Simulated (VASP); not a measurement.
Set up this calculation in VASP 6.6.1, as the native input.

- Task: relaxation of cell and atoms
- Functional: LDA
- Potentials or basis: VASP PAW LDA potentials, release 64 (Tc_pv, Ta_pv)
- Cutoff: 600 eV
- k mesh: 6 × 6 × 6
- Occupations: fermi-dirac, width 0.1 eV
- Spin: no spin polarisation
- Dipole correction: no
- Further INCAR settings: ALGO = Normal; EDIFF = 1e-07; IBRION = 2; EDIFFG = -0.01; NSW = 50; ISIF = 3

The structure of Ta3Tc lies in POSCAR:

```
Ta3Tc
1.0
    4.0611764675      0.0000000000      0.0000000000
    0.0000000000      4.0611764675      0.0000000000
    0.0000000000      0.0000000000      4.0611764675
Tc Ta
1 3
Direct
    0.0000000000      0.0000000000      0.0000000000
    0.0000000000      0.5000000000      0.5000000000
    0.5000000000      0.0000000000      0.5000000000
    0.5000000000      0.5000000000      0.0000000000
```

These files were run (other wordings do the same):

INCAR

```
  PREC = Accurate
  ENCUT = 600
  EDIFF = 1E-7
  ISMEAR = -1
  SIGMA = 0.1
  LREAL = F
  LASPH = T
  NELM = 60
  ALGO = Normal
  ISIF = 3
  LWAVE = F
  LCHARG = F
  GGA = CA
  IBRION = 2
  NSW = 50
  EDIFFG = -0.01
```

KPOINTS

```
Automatic mesh
0
Gamma
  6 6 6
```

Potentials or basis: VASP PAW LDA potentials, release 64 (Tc_pv, Ta_pv).

Command:

```console
$ cat potpaw_LDA.64/Tc_pv/POTCAR potpaw_LDA.64/Ta_pv/POTCAR > POTCAR
$ mpirun -np 1 vasp_std > vasp.out
```

Results of the run:

```json
{
  "Relaxed volume": "16.80 Å³/atom",
  "Relaxed cell": "a = 4.066 Å, b = 4.066 Å, c = 4.066 Å, α = 90.00°, β = 90.00°, γ = 90.00°",
  "Space group after relaxing (to 0.05 Å)": "Pm-3m (No. 221)",
  "Energy gained by relaxing": "0.1 meV/atom",
  "Ionic steps": "3",
  "Pressure after relaxing": "0.0 GPa",
  "Band gap on the k mesh": "zero (band 23 reaches 9.71 eV, above the bottom of band 24 at 6.20 eV)"
}
```

Caveat: spin-orbit coupling is left out, which moves the levels of the heavy elements.

Run time: 73 s on 1 thread of Intel(R) Xeon(R) Platinum 8375C CPU @ 2.90GHz (Ice Lake) (shared host), peak memory 0.19 GiB.
